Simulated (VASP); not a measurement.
Set up this calculation in VASP 6.6.1, as the native input.

```
Task                   : single point
Functional             : PBEsol
Dispersion             : D3(BJ)
Potentials or basis    : VASP PAW PBE potentials, release 64 (Te, Mo_sv)
Cutoff                 : 520 eV
k mesh                 : 4 × 8 × 1
Occupations            : fermi-dirac, width 0.05 eV
Spin                   : no spin polarisation
Dipole correction      : no
Further INCAR settings : ALGO = Normal; EDIFF = 1e-07; NBANDS = 35
```

The structure of Te2Mo lies in POSCAR:

```
Te2Mo
1.0
    6.2784275138      0.0000000000      0.0121761760
    0.0000000000      3.3107928054      0.0000000000
   -0.0153791354      0.0000000000     36.1593437727
Te Mo
4 2
Direct
    0.4333923416      0.7500000000      0.5415222310
    0.5666076584      0.2500000000      0.4584777690
    0.9232232486      0.2500000000      0.5569683568
    0.0767767514      0.7500000000      0.4430316432
    0.1835909072      0.2500000000      0.4978705446
    0.8164090928      0.7500000000      0.5021294554
```

These files were run (other wordings do the same):

INCAR

```
PREC = Accurate
ENCUT = 520
EDIFF = 1E-7
ISMEAR = -1
SIGMA = 0.05
LREAL = F
LASPH = T
NELM = 80
ALGO = Normal
ISIF = 2
LWAVE = F
LCHARG = F
GGA = PS
IVDW = 12
NBANDS = 35
```

KPOINTS

```
regular mesh
0
Gamma
  4 8 1
```

Potentials or basis: VASP PAW PBE potentials, release 64 (Te, Mo_sv).

Command:

```bash
$ cat potpaw_PBE.64/Te/POTCAR potpaw_PBE.64/Mo_sv/POTCAR > POTCAR
$ mpirun -np 1 vasp_std > vasp.out
```

It gave:

```yaml
Largest_force: 0.033 eV/Å
Band_gap_on_the_k_mesh: zero (bands 26 and 27 overlap by 0.62 eV)
Dispersion_energy_per_atom: -0.355 eV
```

Caveat: there is no dipole correction, which matters where the two faces differ; the PAW data sets were made with another functional, which shifts forces and pressure a little; spin-orbit coupling is left out, which moves the levels of the heavy elements.

Wall time 12 min on 1 thread of Intel(R) Xeon(R) Platinum 8259CL CPU @ 2.50GHz (Skylake/Cascade Lake), with other jobs on the host, peak memory 0.92 GiB.
